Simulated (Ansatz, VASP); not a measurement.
**One calculation of MgS, two programs**

```
Mg S
1.0
     0.00000    2.60165    2.52360
     2.60165    0.00000    2.52360
     2.60165    2.60165    0.00000
Mg S
1 1
Direct
  0.00000 0.00000 0.00000
  0.50000 0.50000 0.50000
```

Change from the starting cell: strain +0.000 along x and y, -0.030 along z, atoms carried along.

Alike in both runs: task single point; functional PBEsol; k mesh 8 × 8 × 8; occupations gaussian, width 0.05 eV; no spin polarisation.

```csv
,VASP,Ansatz
version,VASP 6.6.1,Ansatz 0.2.0
potentials or method,"VASP PAW PBE potentials, release 64 (Mg, S), cutoff 520 eV","scalar-relativistic, plane waves, PAW"
valence electrons in the cell,8,16
```

```csv
,VASP,Ansatz,Ansatz less VASP
gap on the k mesh at the Fermi level (eV),2.62,2.62,-0.004
least direct gap on the mesh (eV),3.79,3.79,-0.001
pressure (GPa),1.4,1.6,+0.21
"traceless stress, the component that is largest in VASP (GPa)",2.61,2.61,+0.006
```

VASP's potentials were made for PBE, not for PBEsol. VASP's potentials hold 8 valence electrons a cell and Ansatz's 16, so a difference there can come from the potentials and not from the codes.
